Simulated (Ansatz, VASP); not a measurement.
## Two plane-wave programs on AlN

POSCAR

```
AlN
1.0
    3.2309319515      0.0000000000      0.0000000000
   -1.6154659757      2.7980691479      0.0000000000
    0.0000000000      0.0000000000      4.7792686516
Al N
2 2
Direct
    0.3333333333      0.6666666667      0.0016929024
    0.6666666667      0.3333333333      0.5016929024
    0.3333333333      0.6666666667      0.3833070976
    0.6666666667      0.3333333333      0.8833070976
```

File INCAR.step1:

```
SYSTEM = AlN
PREC     = Accurate       ! precision mode
ENCUT    = 520            ! plane-wave cutoff, eV
ISMEAR   = 0              ! smearing method
SIGMA    = 0.05           ! smearing width, eV
LREAL    = .False.        ! projectors in reciprocal space
LASPH    = .True.         ! aspherical terms in the spheres
NELM     = 100            ! most SCF steps
NBANDS   = 16             ! bands
GGA      = PE             ! functional
ALGO     = Normal         ! electronic algorithm
EDIFF    = 1E-4           ! SCF threshold, eV
LWAVE    = .True.         ! write WAVECAR
LCHARG   = .False.        ! write CHGCAR
```

File INCAR.step2:

```
SYSTEM = AlN
PREC     = Accurate       ! precision mode
ENCUT    = 520            ! plane-wave cutoff, eV
EDIFF    = 1E-6           ! SCF threshold, eV
ISMEAR   = 0              ! smearing method
SIGMA    = 0.05           ! smearing width, eV
LREAL    = .False.        ! projectors in reciprocal space
LASPH    = .True.         ! aspherical terms in the spheres
NELM     = 100            ! most SCF steps
ALGO     = Normal         ! electronic algorithm
ISIF     = 2              ! what is computed and relaxed
LWAVE    = .False.        ! write WAVECAR
LCHARG   = .False.        ! write CHGCAR
METAGGA  = R2SCAN         ! meta-GGA
LMIXTAU  = .True.       
NBANDS   = 16             ! bands
ISTART   = 1
```

KPOINTS

```
Automatic mesh
0
Gamma
  12 12 6
  0 0 0
```

Input for Ansatz:

```yaml
crystal:
  lattice:
    - [3.2309319515, 0.0, 0.0]
    - [-1.6154659757, 2.7980691479, 0.0]
    - [0.0, 0.0, 4.7792686516]
  atoms:
    - { symbol: Al, position: [0.3333333333, 0.6666666667, 0.0016929024] }
    - { symbol: Al, position: [0.6666666667, 0.3333333333, 0.5016929024] }
    - { symbol: "N", position: [0.3333333333, 0.6666666667, 0.3833070976] }
    - { symbol: "N", position: [0.6666666667, 0.3333333333, 0.8833070976] }
basis:
  ecutwfc: 500
kpoints:
  mp_grid: { grid: [12, 12, 6] }
hamiltonian:
  xc: r2scan
scf:
  occupations: { method: gaussian, width: 0.05 }
output:
  forces: true
  stress: true
  eigenvalues: true
```

Change from the starting cell: strain +0.040 along x and y, -0.040 along z, atoms carried along.

Alike in both runs: task single point; functional r2SCAN; k mesh 12 × 12 × 6; occupations gaussian, width 0.05 eV; no spin polarisation.

|  | VASP | Ansatz |
| --- | --- | --- |
| version | VASP 6.6.1 | Ansatz 0.2.0 |
| potentials or method | VASP PAW PBE potentials, release 64 (Al, N), cutoff 520 eV | scalar-relativistic, plane waves, PAW |
| valence electrons in the cell | 16 | 16 |

```csv
,VASP,Ansatz,Ansatz less VASP
gap on the k mesh at the Fermi level (eV),4.35,4.32,-0.033
least direct gap on the mesh (eV),4.35,4.32,-0.033
pressure (GPa),-6.8,-6.5,+0.37
"traceless stress, the component that is largest in VASP (GPa)",21.37,21.09,-0.286
rms of the force components (eV/Å),0.631,0.620,-0.0111
```

VASP's potentials were made for PBE, not for r2SCAN. Atom by atom the forces differ by 0.011 eV/Å (rms over components). The functional is the same, so the differences come from potentials, cutoffs and numerics.
